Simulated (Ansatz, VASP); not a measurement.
## One calculation of WS2, two programs

Contents of INCAR:

```
PREC = Accurate ; ENCUT = 520
EDIFF = 1E-6 ; ISMEAR = -1
SIGMA = 0.05 ; LREAL = F
LASPH = T ; NELM = 150
ALGO = Normal ; ISIF = 2
LWAVE = F ; LCHARG = F
LMAXMIX = 4 ; LDAU = T
LDAUTYPE = 2 ; LDAUL = 2 -1
LDAUU = 1 0 ; LDAUJ = 0 0
LDAUPRINT = 1 ; GGA = PS
NBANDS = 20
```

Contents of KPOINTS:

```
Automatic mesh
0
Gamma
  10 10 10
```

File POSCAR:

```
WS2
1.0
    1.5790000000      0.9116360751      6.1633333333
   -1.5790000000      0.9116360751      6.1633333333
    0.0000000000     -1.8232721501      6.1633333333
W S
1 2
Direct
    0.0000000000      0.0000000000      0.0000000000
    0.5810000000      0.5810000000      0.5810000000
    0.7503000000      0.7503000000      0.7503000000
```

input.yaml

```yaml
crystal:
  lattice:
    - [1.579, 0.9116360751, 6.1633333333]
    - [-1.579, 0.9116360751, 6.1633333333]
    - [0.0, -1.8232721501, 6.1633333333]
  atoms:
    - { symbol: W, position: [0.0, 0.0, 0.0] }
    - { symbol: S, position: [0.581, 0.581, 0.581] }
    - { symbol: S, position: [0.7503, 0.7503, 0.7503] }
hamiltonian:
  xc: pbesol
  pseudopotentials: { kind: paw }
  hubbard: { sites: [{ species: W, l: d, u_eff: 1.0 }] }
kpoints:
  mp_grid: { grid: [10, 10, 10] }
  band_path:
    path:
      - [[0.0, 0.0, 0.0], [0.5, 0.0, 0.0], [0.5, 0.1812521368, -0.1812521368]]
      - [[0.8187478632, 0.5, 0.1812521368], [0.5, 0.5, 0.5], [0.0, 0.0, 0.0], [0.3406260684, 0.0, -0.3406260684]]
      - [[0.6593739316, 0.3406260684, 0.0], [0.5, 0.5, 0.0], [0.6593739316, 0.6593739316, 0.1812521368], [0.5, 0.5, 0.5]]
      - [[0.5, 0.0, 0.0], [0.8187478632, 0.3406260684, 0.3406260684]]
    npoints: 14
scf:
  occupations: { method: fermi_dirac, width: 0.05 }
  n_extra_bands: 7
output:
  forces: true
  stress: true
  eigenvalues: true
  fatbands: false
  write_density: true
  write_potential: true
  elf: true
  volumetric_format: npy
```

Alike in both runs: functional PBEsol; k mesh 10 × 10 × 10; occupations fermi-dirac, width 0.05 eV; no spin polarisation; Hubbard terms W d U = 1.0 eV.

|  | VASP | Ansatz |
| --- | --- | --- |
| version | VASP 6.6.1 | Ansatz 0.2.0 |
| potentials or method | VASP PAW PBE potentials, release 64 (W_sv, S) | Ansatz PAW |
| plane-wave cutoff (eV) | 520 | 420 |
| valence electrons in the cell | 26 | 26 |
| task | single point | band structure |

VASP gave:

| Quantity | Value |
| --- | --- |
| gap on the k mesh at the Fermi level (eV) | 1.03 |
| least direct gap on the mesh (eV) | 2.23 |
| pressure (GPa) | 0.3 |
| traceless stress, the component that is largest in VASP (GPa) | 0.78 |
| rms of the force components (eV/Å) | 0.249 |

Estimate Ansatz's values.

gap on the k mesh at the Fermi level (eV): 1.03; least direct gap on the mesh (eV): 2.20; pressure (GPa): -0.6; traceless stress, the component that is largest in VASP (GPa): 0.67; rms of the force components (eV/Å): 0.247.

VASP's potentials were made for PBE, not for PBEsol. The programs project onto different local orbitals, so the same U acts differently, and such runs can settle in different states. Atom by atom the forces differ by 0.050 eV/Å (rms over components).

Spin-orbit coupling is off throughout.
